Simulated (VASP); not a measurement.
Runs of VASP 6.6.1 on BP. The structure is that of space group I-4m2 (No. 119), or close to it. The cells are those of the table. 

```tsv
level	cell	k mesh	smearing	grid for exact exchange (PRECFOCK)	screening parameter	gap on the mesh (eV)	pressure (GPa)
r2SCAN	a = 3.140, b = 3.140, c = 3.208 Å, angles 59.3, 59.3, 61.4°, 2 atoms	10 × 10 × 10	gaussian 0.01 eV	-	-	(c)	7.4
PBE	a = 3.140, b = 3.140, c = 3.208 Å, angles 59.3, 59.3, 61.4°, 2 atoms	10 × 10 × 10	fermi-dirac 0.02 eV	-	-	0.52	8.8
HSE06	a = 3.140, b = 3.140, c = 3.208 Å, angles 59.3, 59.3, 61.4°, 2 atoms	6 × 6 × 6	gaussian 0.01 eV	Normal	0.2079 1/Å	(b)	(a)
HSE06	a = 3.255, b = 3.255, c = 3.363 Å, angles 58.9, 58.9, 62.2°, 2 atoms	6 × 6 × 6	gaussian 0.01 eV	Normal	0.2079 1/Å	1.20	-12.8
```

Alike in all rows: task single point; potentials or basis VASP PAW PBE potentials, release 64 (B, P); no spin polarisation; cutoff (eV) 520.

Task: Fill in the values left out.

Result: (a) 6.0; (b) 1.34; (c) 0.69.

Caveats: the PAW data sets were made with another functional, which shifts forces and pressure a little (some runs).

A k mesh can miss the band edges.
